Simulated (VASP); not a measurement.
Here is a VASP 6.6.1 calculation.

Contents of INCAR:

```
ALGO     = Fast           # electronic algorithm
EDIFF    = 1E-6           # SCF threshold, eV
EDIFFG   = -0.01          # ionic threshold
ENCUT    = 600            # plane-wave cutoff, eV
GGA      = PE             # functional
IBRION   = 2              # ionic algorithm
ISIF     = 3              # what is computed and relaxed
ISMEAR   = 0              # smearing method
LASPH    = T              # aspherical terms in the spheres
LCHARG   = F              # write CHGCAR
LREAL    = F              # projectors in reciprocal space
LWAVE    = F              # write WAVECAR
NELM     = 60             # most SCF steps
NSW      = 100            # ionic steps
PREC     = Accurate       # precision mode
SIGMA    = 0.1            # smearing width, eV
```

KPOINTS

```
k-points
0
Gamma
  18 18 6
```

File POSCAR:

```
Na2PS
1.0
    3.2069259424      0.0000000000      0.0000000000
   -1.6034629712      2.7772793342      0.0000000000
    0.0000000000      0.0000000000     10.4249222816
Na P S
2 1 1
Direct
    0.0000000000      0.0000000000      0.7446610324
    0.0000000000      0.0000000000      0.2553389676
    0.0000000000      0.0000000000      0.0000000000
    0.0000000000      0.0000000000      0.5000000000
```

Potentials or basis: VASP PAW PBE potentials, release 64 (Na_pv, P, S).

Launch:

```console
$ cat potpaw_PBE.64/Na_pv/POTCAR potpaw_PBE.64/P/POTCAR potpaw_PBE.64/S/POTCAR > POTCAR
$ mpirun -np 1 vasp_std > vasp.out
```

Q: Estimate the space group after relaxing (to 0.1 Å).

A: P6/mmm (No. 191).

Q: Estimate the relaxed volume.

A: 22.79 Å³/atom.

Q: Predict the band gap on the k mesh.

A: Zero (an odd number of electrons rules out a gap without spin polarisation).

Step by step:
| step | energy change (eV) | largest force (eV/Å) | pressure (GPa) | volume (Å³) |
| --- | --- | --- | --- | --- |
| 1 | 0.0000 | 0.0228 | -0.14 | 92.85 |
| 2 | -0.0027 | 0.0128 | -0.32 | 92.57 |
| 3 | -0.0029 | 0.0119 | -0.38 | 92.47 |
| 4 | -0.0041 | 0.0095 | -0.08 | 91.57 |
| 5 | -0.0042 | 0.0099 | -0.13 | 91.43 |
| 6 | -0.0043 | 0.0069 | -0.08 | 91.16 |
| 7 | -0.0042 | 0.0068 | 0.09 | 90.63 |
| 8 | -0.0043 | 0.0123 | 0.03 | 90.94 |
| 9 | -0.0043 | 0.0114 | 0.01 | 91.02 |
| 10 | -0.0043 | 0.0117 | -0.01 | 91.11 |
| 11 | -0.0043 | 0.0114 | -0.03 | 91.13 |
| 12 | -0.0044 | 0.0054 | 0.00 | 91.15 |

Caveat: an odd number of electrons without spin polarisation forces a metal; a magnetic or distorted state may lie lower.
